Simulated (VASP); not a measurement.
# Ca3H (Fm-3m) in VASP: a series of runs

The runs below take Ca3H through single point, relaxation of cell and atoms, with PBE.

Everything below comes from runs of VASP 6.6.1. Logs are shortened: lines on timing, memory, paths and dates and some standing lists are left out, and cuts for length are marked.

**1. The cell of the first run**

The structure is cubic, space group Fm-3m (No. 225). Conventional cell: a = 8.294 Å, b = 8.294 Å, c = 8.294 Å, α = 90.00°, β = 90.00°, γ = 90.00°. Ca (site symmetry m-3m) has 8 Ca at 3.59 Å and 6 H at 4.15 Å within 4.7 Å. Ca (site symmetry -43m) has 10 Ca at 3.59 to 4.15 Å and 4 H at 3.59 Å within 4.7 Å. Within 4.7 Å of H (site symmetry m-3m) lie 14 Ca at 3.59 to 4.15 Å.

The cell was generated, and may not be a known phase.

**2. Single point, PBE**

INCAR

```
PREC     = Accurate       # precision mode
ENCUT    = 520            # plane-wave cutoff, eV
EDIFF    = 1E-6           # SCF threshold, eV
ISMEAR   = 0              # smearing method
SIGMA    = 0.1            # smearing width, eV
LREAL    = False          # projectors in reciprocal space
LASPH    = True           # aspherical terms in the spheres
NELM     = 100            # most SCF steps
ALGO     = Fast           # electronic algorithm
ISIF     = 2              # what is computed and relaxed
LWAVE    = False          # write WAVECAR
LCHARG   = True           # write CHGCAR
GGA      = PE             # functional
LELF     = True           # ELF
LVHAR    = True         
NBANDS   = 24             # bands
```

KPOINTS

```
regular mesh
0
Gamma
  10 10 10
```

POSCAR

```
Ca3H
1.0
    0.0000000000      4.1467702510      4.1467702510
    4.1467702510      0.0000000000      4.1467702510
    4.1467702510      4.1467702510      0.0000000000
Ca H
3 1
Direct
    0.5000000000      0.5000000000      0.5000000000
    0.2500000000      0.2500000000      0.2500000000
    0.7500000000      0.7500000000      0.7500000000
    0.0000000000      0.0000000000      0.0000000000
```

Potentials or basis: VASP PAW PBE potentials, release 64 (Ca_sv, H).

Started as:

```sh
$ cat potpaw_PBE.64/Ca_sv/POTCAR potpaw_PBE.64/H/POTCAR > POTCAR
$ mpirun -np 1 vasp_std > vasp.out
```

OUTCAR:

```text
PREC = Accurate
   ENCUT = 520
   EDIFF = 1E-6
   ISMEAR = 0
   LREAL = False
   LASPH = True
   NELM = 100
   ISIF = 2
   GGA = PE

 ion  position               nearest neighbor table
   1  0.500  0.500  0.500-
   2  0.250  0.250  0.250-
   3  0.750  0.750  0.750-
   4  0.000  0.000  0.000-

  LATTYP: Found a face centered cubic cell.
 ALAT       =     8.2935405020

  Lattice vectors:

 A1 = (   0.0000000000,   4.1467702510,   4.1467702510)
 A2 = (   4.1467702510,   0.0000000000,   4.1467702510)
 A3 = (   4.1467702510,   4.1467702510,   0.0000000000)

Analysis of symmetry for initial positions (statically):
=====================================================================
 Subroutine PRICEL returns:
 Original cell was already a primitive cell.

 Routine SETGRP: Setting up the symmetry group for a
 face centered cubic supercell.

 Subroutine GETGRP returns: Found 48 space group operations
 (whereof 48 operations were pure point group operations)
 out of a pool of 48 trial point group operations.

The static configuration has the point symmetry O_h .

Analysis of symmetry for dynamics (positions and initial velocities):
=====================================================================
 Subroutine PRICEL returns:
 Original cell was already a primitive cell.

 Routine SETGRP: Setting up the symmetry group for a
 face centered cubic supercell.

 Subroutine GETGRP returns: Found 48 space group operations
 (whereof 48 operations were pure point group operations)
 out of a pool of 48 trial point group operations.

The dynamic configuration has the point symmetry O_h .

 Subroutine INISYM returns: Found 48 space group operations
 (whereof 48 operations are pure point group operations),
 and found     1 'primitive' translations

----------------------------------------------------------------------------------------

                                     Primitive cell

  volume of cell :     142.6133

  direct lattice vectors                    reciprocal lattice vectors
     0.000000000  4.146770251  4.146770251    -0.120575766  0.120575766  0.120575766
     4.146770251  0.000000000  4.146770251     0.120575766 -0.120575766  0.120575766
     4.146770251  4.146770251  0.000000000     0.120575766  0.120575766 -0.120575766

  length of vectors
     5.864418729  5.864418729  5.864418729     0.208843353  0.208843353  0.208843353

  position of ions in fractional coordinates (direct lattice)
     0.500000000  0.500000000  0.500000000
     0.250000000  0.250000000  0.250000000
     0.750000000  0.750000000  0.750000000
     0.000000000  0.000000000  0.000000000

  ion indices of the primitive-cell ions
   primitive index   ion index
                 1           1
                 2           2
                 3           3
                 4           4

----------------------------------------------------------------------------------------

 KPOINTS: regular mesh

Automatic generation of k-mesh.
 Grid dimensions read from file:
 generate k-points for:   10   10   10

 Generating k-lattice:

  Cartesian coordinates                     Fractional coordinates (reciprocal lattice)
    -0.012057577  0.012057577  0.012057577     0.100000000  0.000000000  0.000000000
     0.012057577 -0.012057577  0.012057577     0.000000000  0.100000000  0.000000000
     0.012057577  0.012057577 -0.012057577     0.000000000  0.000000000  0.100000000

  Length of vectors
     0.020884335  0.020884335  0.020884335

  Shift w.r.t. Gamma in fractional coordinates (k-lattice)
     0.000000000  0.000000000  0.000000000

 Subroutine IBZKPT returns following result:
 ===========================================

 Found     47 irreducible k-points:

 Following reciprocal coordinates:
            Coordinates               Weight
  0.000000  0.000000  0.000000      1.000000
  0.100000  0.000000  0.000000      8.000000
  0.200000  0.000000  0.000000      8.000000
  0.300000  0.000000  0.000000      8.000000
  0.400000  0.000000  0.000000      8.000000
  0.500000  0.000000  0.000000      4.000000
[... 16 lines left out ...]
  0.300000  0.300000  0.000000      6.000000
  0.400000  0.300000  0.000000     24.000000
 [... further k-points ...]
   k-points           NKPTS =     47   k-points in BZ     NKDIM =     47   number of bands    NBANDS=     24
   number of dos      NEDOS =    301   number of ions     NIONS =      4
   total plane-waves  NPLWV = 110592
   dimension x,y,z NGX =    48 NGY =   48 NGZ =   48
   dimension x,y,z NGXF=    96 NGYF=   96 NGZF=   96
   ions per type =               3   1
   NGX,Y,Z   is equivalent  to a cutoff of  13.61, 13.61, 13.61 a.u.
   NGXF,Y,Z  is equivalent  to a cutoff of  27.21, 27.21, 27.21 a.u.
 SYSTEM =  unknown system
   PREC   = accura    normal or accurate (medium, high low for compatibility)
   ISTART =      0    job   : 0-new  1-cont  2-samecut
   ICHARG =      2    charge: 1-file 2-atom 10-const
   ISPIN  =      1    spin polarized calculation?
   LNONCOLLINEAR =      F non collinear calculations
   LSORBIT =      F    spin-orbit coupling
   LASPH  =      T    aspherical Exc in radial PAW
   ENCUT  =  520.0 eV  38.22 Ry    6.18 a.u.  10.90 10.90 10.90*2*pi/ulx,y,z
   NELM   =    100;   NELMIN=  2; NELMDL= -5     # of ELM steps
   EDIFF  = 0.1E-05   stopping-criterion for ELM
   LREAL  =      F    real-space projection
   EDIFFG = 0.1E-04   stopping-criterion for IOM
   NSW    =      0    number of steps for IOM
   IBRION =     -1    ionic relax: 0-MD 1-quasi-New 2-CG
   NFREE  =      0    steps in history (QN), initial steepest desc. (CG)
   ISIF   =      2    stress and relaxation
   ISYM   =      2    0-nonsym 1-usesym 2-fastsym
   POTIM  = 0.5000    time-step for ionic-motion
   TEBEG  =    0.0;   TEEND  =   0.0 temperature during run
   PSTRESS=    0.0 pullay stress
   NELECT =      31.0000    total number of electrons
   NUPDOWN=      -1.0000    fix difference up-down
   EMIN   =  10.00;   EMAX   =-10.00  energy-range for DOS
   EFERMI =   0.00;   METHOD = LEGACY
   ISMEAR =     0;   SIGMA  =   0.10  broadening in eV -4-tet -1-fermi 0-gaus
   EFERMI_NEDOS =   21; number of points for ismear=-14 and -15
   IALGO  =     68    algorithm
   IMIX   =      4    mixing-type and parameters
     AMIX     =   0.40;   BMIX     =  1.00
     AMIX_MAG =   1.60;   BMIX_MAG =  1.00
  volume/ion in A,a.u.               =      35.65       240.60
  Fermi-wavevector in a.u.,A,eV,Ry     =   0.984333  1.860120 13.182843  0.968912
  Thomas-Fermi vector in A             =   2.115558
   LORBIT       =      0    0 simple, 1 ext, 2 COOP (PROOUT), +10 PAW based schemes
   GGA     = PE    functional components
   LHFCALC =     F    Hartree Fock is set to
   AEXX    =    0.0000 exact exchange contribution
   IVDW    =     0    specifies the selected vdW correction
   LEPSILON=     F    determine dielectric tensor
   LRPA    =     F    only Hartree local field effects (RPA)
 non-spin polarized calculation
 RMM-DIIS sequential band-by-band and
 Gauss-broadening in eV      SIGMA  =   0.10
  energy-cutoff  :      520.00
  volume of cell :      142.61
 maximum number of plane-waves:      3862
 NGX is ok and might be reduce to    48
   NGX = 21   NGY = 21   NGZ = 21

 number of electron      31.0000002 magnetization

 Free energy of the ion-electron system (eV)
  ---------------------------------------------------
  ext. energy  EPLUGINS =         0.00000000
  ---------------------------------------------------
  free energy    TOTEN  =        -6.93111366 eV

  energy without entropy =       -6.91915285  energy(sigma->0) =       -6.92513326

 E-fermi :   1.5546     XC(G=0):  -7.4957

 val. band max:        1.5505595620   @ k =   0.3000   0.2000   0.1000
 cond. band min:       1.5741283143   @ k =   0.3000   0.1000   0.0000
 fundamental gap:      0.0235687524
 Fermi energy:         1.5546230804

 k-point     1 :       0.0000    0.0000    0.0000
  band No.  band energies     occupation
      1     -40.8323      2.00000
      2     -40.8222      2.00000
      3     -40.7401      2.00000
      4     -21.8378      2.00000
      5     -21.8378      2.00000
      6     -21.8378      2.00000
[... 16 lines left out ...]
     23       4.7215      0.00000
     24       4.7277      0.00000

 k-point     2 :       0.1000    0.0000    0.0000
  band No.  band energies     occupation
      1     -40.8319      2.00000
      2     -40.8224      2.00000
      3     -40.7404      2.00000
      4     -21.8448      2.00000
      5     -21.8417      2.00000
      6     -21.8417      2.00000
[... 16 lines left out ...]
     23       4.5943      0.00000
     24       4.6419      0.00000

 k-point     3 :       0.2000    0.0000    0.0000
  band No.  band energies     occupation
      1     -40.8307      2.00000
      2     -40.8228      2.00000
      3     -40.7411      2.00000
      4     -21.8512      2.00000
      5     -21.8484      2.00000
      6     -21.8484      2.00000
[... 16 lines left out ...]
     23       4.3486      0.00000
     24       4.4012      0.00000

 k-point     4 :       0.3000    0.0000    0.0000
  band No.  band energies     occupation
      1     -40.8291      2.00000
      2     -40.8234      2.00000
      3     -40.7421      2.00000
      4     -21.8545      2.00000
      5     -21.8545      2.00000
      6     -21.8517      2.00000
[... 16 lines left out ...]
     23       4.1139      0.00000
     24       4.1358      0.00000

 k-point     5 :       0.4000    0.0000    0.0000
  band No.  band energies     occupation
      1     -40.8274      2.00000
      2     -40.8243      2.00000
      3     -40.7429      2.00000
      4     -21.8585      2.00000
      5     -21.8585      2.00000
      6     -21.8472      2.00000
[... 451 lines left out ...]
 k-point    22 :      -0.2000    0.2000    0.0000
  band No.  band energies     occupation
      1     -40.8286      2.00000
      2     -40.8236      2.00000
      3     -40.7424      2.00000
      4     -21.8593      2.00000
      5     -21.8560      2.00000
      6     -21.8538      2.00000
[... 16 lines left out ...]
     23       3.9064      0.00000
     24       4.1215      0.00000

 k-point    23 :       0.3000    0.3000    0.0000
  band No.  band energies     occupation
      1     -40.8283      2.00000
      2     -40.8235      2.00000
      3     -40.7428      2.00000
      4     -21.8733      2.00000
      5     -21.8733      2.00000
      6     -21.8347      2.00000
[... 16 lines left out ...]
     23       4.0516      0.00000
     24       4.0718      0.00000

 k-point    24 :       0.4000    0.3000    0.0000
  band No.  band energies     occupation
      1     -40.8273      2.00000
      2     -40.8239      2.00000
      3     -40.7434      2.00000
      4     -21.8771      2.00000
      5     -21.8763      2.00000
      6     -21.8349      2.00000
[... 16 lines left out ...]
     23       3.7886      0.00000
     24       3.9351      0.00000

 [... further k-points ...]

------------------------ aborting loop because EDIFF is reached ----------------------------------------

  FORCE on cell =-STRESS in cart. coord.  units (eV):
  Direction    XX          YY          ZZ          XY          YZ          ZX
  --------------------------------------------------------------------------------------
  -------------------------------------------------------------------------------------
  Total       -0.0068233     -0.0068233     -0.0068233     -0.0000000     -0.0000000     -0.0000000
  in kB       -0.0766559     -0.0766559     -0.0766559     -0.0000000     -0.0000000     -0.0000000
  external PRESSURE =      -0.0766559 kB  Pullay stress =       0.0000000 kB

 VOLUME and BASIS-vectors are now :
 -----------------------------------------------------------------------------
  energy-cutoff  :      520.00
  volume of cell :      142.61
      direct lattice vectors                 reciprocal lattice vectors
     0.000000000  4.146770251  4.146770251    -0.120575766  0.120575766  0.120575766
     4.146770251  0.000000000  4.146770251     0.120575766 -0.120575766  0.120575766
     4.146770251  4.146770251  0.000000000     0.120575766  0.120575766 -0.120575766

 POSITION                                       TOTAL-FORCE (eV/Angst)
 -----------------------------------------------------------------------------------
      4.14677      4.14677      4.14677        -0.000000      0.000000      0.000000
      2.07339      2.07339      2.07339        -0.000000     -0.000000     -0.000000
      6.22016      6.22016      6.22016         0.000000      0.000000      0.000000
      0.00000      0.00000      0.00000        -0.000000      0.000000      0.000000
 -----------------------------------------------------------------------------------
    total drift:                               -0.000000     -0.000000     -0.000000

  FREE ENERGIE OF THE ION-ELECTRON SYSTEM (eV)
  ---------------------------------------------------
  free  energy   TOTEN  =        -6.9311136639 eV

  energy  without entropy=       -6.9191528481  energy(sigma->0) =       -6.92513326
```

It took 3.2 min on 1 thread of Oxide Virtual Turin-like, shared host; peak memory 0.36 GiB.

What came out:

```yaml
Free_energy: -6.9311 eV
Pressure: 0.0 GPa
Band_gap_on_the_k_mesh: zero (an odd number of electrons rules out a gap without spin polarisation)
```

(Part 1 of 2 ends here.)

The gap in the log of VASP goes by the Fermi energy; the results here count the filled bands.